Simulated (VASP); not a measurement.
Write the native input for VASP 6.6.1 that does the following.

```
Task                   : relaxation of cell and atoms
Functional             : PBE
Potentials or basis    : VASP PAW PBE potentials, release 64 (Ti_sv)
Cutoff                 : 600 eV
k mesh                 : 18 × 18 × 18
Occupations            : fermi-dirac, width 0.08 eV
Spin                   : no spin polarisation
Dipole correction      : no
Further INCAR settings : ALGO = Normal; EDIFF = 1e-06; IBRION = 2; EDIFFG = -0.005; NSW = 60; ISIF = 3
```

The structure of Ti lies in POSCAR:

```
Ti
1.0
    0.0000000000      2.0565919077      2.0565919077
    2.0565919077      0.0000000000      2.0565919077
    2.0565919077      2.0565919077      0.0000000000
Ti
1
Direct
    0.0000000000      0.0000000000      0.0000000000
```

This isn't the form of Ti at room conditions, which is hcp.

The input as run:

INCAR

```
PREC     = Accurate       # precision mode
ENCUT    = 600            # plane-wave cutoff, eV
EDIFF    = 1E-6           # SCF threshold, eV
ISMEAR   = -1             # smearing method
SIGMA    = 0.08           # smearing width, eV
LREAL    = False          # projectors in reciprocal space
LASPH    = True           # aspherical terms in the spheres
NELM     = 100            # most SCF steps
ALGO     = Normal         # electronic algorithm
ISIF     = 3              # what is computed and relaxed
LWAVE    = False          # write WAVECAR
LCHARG   = False          # write CHGCAR
GGA      = PE             # functional
IBRION   = 2              # ionic algorithm
NSW      = 60             # ionic steps
EDIFFG   = -0.005         # ionic threshold
```

KPOINTS

```
regular mesh
0
Gamma
  18 18 18
```

Potentials or basis: VASP PAW PBE potentials, release 64 (Ti_sv).

Run with:

```console
$ cat potpaw_PBE.64/Ti_sv/POTCAR > POTCAR
$ mpirun -np 1 vasp_std > vasp.out
```

It gave:

```json
{"Relaxed volume": "17.36 Å³/atom", "Relaxed cell": "a = 2.907 Å, b = 2.907 Å, c = 2.907 Å, α = 60.00°, β = 60.00°, γ = 60.00°", "Space group after relaxing (to 0.1 Å)": "Fm-3m (No. 225)", "Energy gained by relaxing": "0.0 meV/atom", "Ionic steps": "3", "Pressure after relaxing": "0.0 GPa", "Band gap on the k mesh": "zero (bands 6 and 7 overlap by 1.31 eV)"}
```

Wall time 100 s on 1 thread of AMD EPYC 7R43 64-Core Processor (Zen 3), with other jobs on the host, peak memory 0.14 GiB.
